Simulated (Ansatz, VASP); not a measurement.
SrTiO3 in VASP and in Ansatz

```xyz
5
Lattice="3.7896 0.0000 0.0000 0.0000 3.7896 0.0000 0.0000 0.0000 3.7896" Properties=species:S:1:pos:R:3 pbc="T T T"
Sr    0.0000    0.0000    0.0000
Ti    1.8948    1.8948    1.8948
O     1.8948    1.8948    0.0000
O     1.8948    0.0000    1.8948
O     0.0000    1.8948    1.8948
```

Change from the starting cell: hydrostatic strain -3.0%.

Alike in both runs: task single point; functional HSE06; k mesh 4 × 4 × 4; no spin polarisation.

```csv
,VASP,Ansatz
version,VASP 6.6.1,Ansatz 0.2.0
potentials or method,"VASP PAW PBE potentials, release 64 (Sr_sv, Ti_sv, O)","plane waves, PAW"
plane-wave cutoff (eV),520,420
occupations,"gaussian, width 0.01 eV",fixed
valence electrons in the cell,40,40
```

Ansatz gave:

```
gap on the k mesh at the Fermi level (eV) : 3.54
pressure (GPa)                            : 19.0
```

Problem. Which values does VASP return?

Solution. gap on the k mesh at the Fermi level (eV): 3.50; pressure (GPa): 19.8.

Ansatz's warnings: stress exchange threshold loose, stress scf threshold loose.
